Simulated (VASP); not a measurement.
The system is C.

```
CELL_PARAMETERS angstrom
2.48236 0.00000 0.00000
-1.24118 2.14979 0.00000
0.00000 0.00000 4.19792
ATOMIC_POSITIONS crystal
C 0.33333 0.66667 0.99978
C 0.66667 0.33333 0.49978
C 0.33333 0.66667 0.37422
C 0.66667 0.33333 0.87422
```

This cell differs from its parent crystal: strained cell.

Base run:

* Program: VASP 6.6.1
* Functional: LDA
* Potentials or basis: VASP PAW LDA potentials, release 64 (C)
* Cutoff: 520 eV
* k mesh: 9 × 9 × 6
* Occupations: gaussian, width 0.02 eV
* Spin: no spin polarisation

Its results: band gap on the k mesh 3.05 eV, indirect (least direct gap 4.89 eV); pressure -4.8 GPa; largest force 0.013 eV/Å.

Q: The run is repeated on the same cell with these changes: potentials or basis from VASP PAW LDA potentials, release 64 (C) to VASP PAW LDA potentials, release 64 (C_h); cutoff from 520 eV to 910 eV; further incar settings from ALGO = Normal; EDIFF = 1e-07; NBANDS = 16 to ALGO = Normal; EDIFF = 1e-06; NBANDS = 16. What comes out?

A: Band gap on the k mesh 3.05 eV, indirect (least direct gap 4.89 eV); pressure -5.7 GPa; largest force 0.007 eV/Å.

Caveats: the cutoff is under 1.25 times the usual one of these potentials, so pressure, stress and relaxed cells hold a basis-set (Pulay) error (some runs).

A k mesh can miss the band edges.
